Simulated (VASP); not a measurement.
Wanted: the native input for a VASP 6.6.1 run.

```yaml
Task: single point
Functional: RPBE
Potentials_or_basis: VASP PAW PBE potentials, release 64 (Mo_sv, S)
Cutoff: 520 eV
k_mesh: 10 × 10 × 3
Occupations: fermi-dirac, width 0.05 eV
Spin: no spin polarisation
Dipole_correction: no
Further_INCAR_settings: ALGO = Normal; EDIFF = 1e-06; NBANDS = 35
```

The structure of MoS2 lies in POSCAR:

```
MoS2
1.0
    3.2100466391      0.0000000000      0.0000000000
   -1.6050233195      2.7799819368      0.0000000000
    0.0000000000      0.0000000000     16.0808209187
Mo S
2 4
Direct
    0.6666666667      0.3333333333      0.7500000000
    0.3333333333      0.6666666667      0.2500000000
    0.6666666667      0.3333333333      0.3472529203
    0.3333333333      0.6666666667      0.8472529203
    0.6666666667      0.3333333333      0.1527470797
    0.3333333333      0.6666666667      0.6527470797
```

One way to write it, as run:

INCAR

```
SYSTEM = MoS2
PREC = Accurate
ENCUT = 520
EDIFF = 1E-6
ISMEAR = -1
SIGMA = 0.05
LREAL = .FALSE.
LASPH = .TRUE.
NELM = 60
ALGO = Normal
ISIF = 2
LWAVE = .FALSE.
LCHARG = .FALSE.
GGA = RP
NBANDS = 35
```

KPOINTS

```
Automatic mesh
0
G
  10 10 3
  0 0 0
```

Potentials or basis: VASP PAW PBE potentials, release 64 (Mo_sv, S).

Run with:

```bash
$ cat potpaw_PBE.64/Mo_sv/POTCAR potpaw_PBE.64/S/POTCAR > POTCAR
$ mpirun -np 1 vasp_std > vasp.out
```

It gave:

```
Pressure               : -0.2 GPa
Largest force          : 0.021 eV/Å
Band gap on the k mesh : 1.57 eV (least direct gap 1.85 eV)
```

Caveat: the PAW data sets were made with another functional, which shifts forces and pressure a little; an odd mesh through Γ misses points on the zone boundary, where band edges can lie; this functional lacks dispersion, which binds the layers, so the pressure and a relaxed spacing across them are unreliable.

It took 89 s on 1 thread of Intel(R) Xeon(R) 6975P-C (Granite Rapids), with other jobs on the host, peak memory 0.3 GiB.
